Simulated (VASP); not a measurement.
The system is B.

```
B
1.0
     2.02502    0.00000    0.00000
    -1.01251    1.75372    0.00000
     0.00000    0.00000    1.90352
B
1
Cartesian
  0.0000 0.0000 0.0000
```

```yaml
Program: VASP 6.6.1
Task: relaxation of cell and atoms
Functional: PBE
Potentials_or_basis: VASP PAW PBE potentials, release 64 (B)
Cutoff: 500 eV
k_mesh: 21 × 21 × 20
Occupations: fermi-dirac, width 0.1 eV
Spin: no spin polarisation
```

At the start: pressure -8.2 GPa; volume 6.76 Å³/atom.

**Question.** How do energy, volume and symmetry change on relaxing?

**Answer.** Over 23 steps the energy falls by 455.7 meV/atom and the volume is 7.83 Å³/atom (+15.8 %); space group P6/mmm (No. 191, to 0.05 Å).

The path:
```
step  energy change (eV)  largest force (eV/Å)  pressure (GPa)  volume (Å³)
   1              0.0000                0.0000           -8.21         6.76
   2             -0.1222                0.0000           -1.65         6.41
   3              0.0750                0.0000           84.88         5.34
   4             -0.1663                0.0000           13.60         6.10
   5             -0.1662                0.0000           17.57         6.03
   6             -0.2144                0.0000            2.90         6.50
   7             -0.2253                0.0000           -1.78         6.72
   8             -0.2490                0.0000           -8.74         7.15
   9             -0.3418                0.0000          -18.35         7.98
  10             -0.3317                0.0000          -21.47         9.55
  11             -0.3765                0.0000          -21.04         8.55
  12             -0.3974                0.0000          -19.29         8.67
  13             -0.4098                0.0000          -15.56         8.82
  14             -0.4097                0.0000          -16.17         8.80
  15             -0.4222                0.0000          -14.16         8.64
  16             -0.4482                0.0000           -7.30         8.20
  17             -0.4412                0.0000           11.33         7.34
  18             -0.4556                0.0000           -0.65         7.84
  19             -0.4556                0.0000           -0.21         7.82
  20             -0.4556                0.0000            0.19         7.80
  21             -0.4556                0.0000            0.18         7.81
  22             -0.4557                0.0000            0.13         7.81
  23             -0.4557                0.0000            0.03         7.83
```

Final structure:
```xyz
1
Lattice="1.7112 0.0000 0.0000 -0.8556 1.4820 0.0000 0.0000 0.0000 3.0868" Properties=species:S:1:pos:R:3 pbc="T T T"
B     0.0000    0.0000    3.0868
```

Caveat: the volume moved by over 15 % at a fixed basis, so the end points are rough.
